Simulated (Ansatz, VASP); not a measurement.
**Two plane-wave programs on C**

```
C
1.0
     2.45546    0.00000    0.00000
    -1.22773    2.12649    0.00000
     0.00000    0.00000    6.73037
C
4
Direct
  0.00000 0.00000 0.75000
  0.00000 0.00000 0.25000
  0.33333 0.66667 0.75000
  0.66667 0.33333 0.25000
```

Alike in both runs: functional r2SCAN; dispersion D3(BJ); k mesh 21 × 21 × 6; occupations fermi-dirac, width 0.15 eV; no spin polarisation.

Ansatz relaxed the structure, and its values are those at the end. VASP's run is a single point on that final structure, the one shown.

|  | VASP | Ansatz |
| --- | --- | --- |
| version | VASP 6.6.1 | Ansatz 0.2.0 |
| potentials or method | VASP PAW PBE potentials, release 64 (C), cutoff 520 eV | scalar-relativistic, plane waves, PAW |
| valence electrons in the cell | 16 | 16 |

|  | VASP | Ansatz | Ansatz less VASP |
| --- | --- | --- | --- |
| gap on the k mesh at the Fermi level (eV) | none | none | - |
| pressure (GPa) | 0.7 | 0.0 | -0.67 |

VASP's potentials were made for PBE, not for r2SCAN. A gap of «none» marks a metal or a gap that the smearing closes. Ansatz's warnings: dispersion damping borrowed.
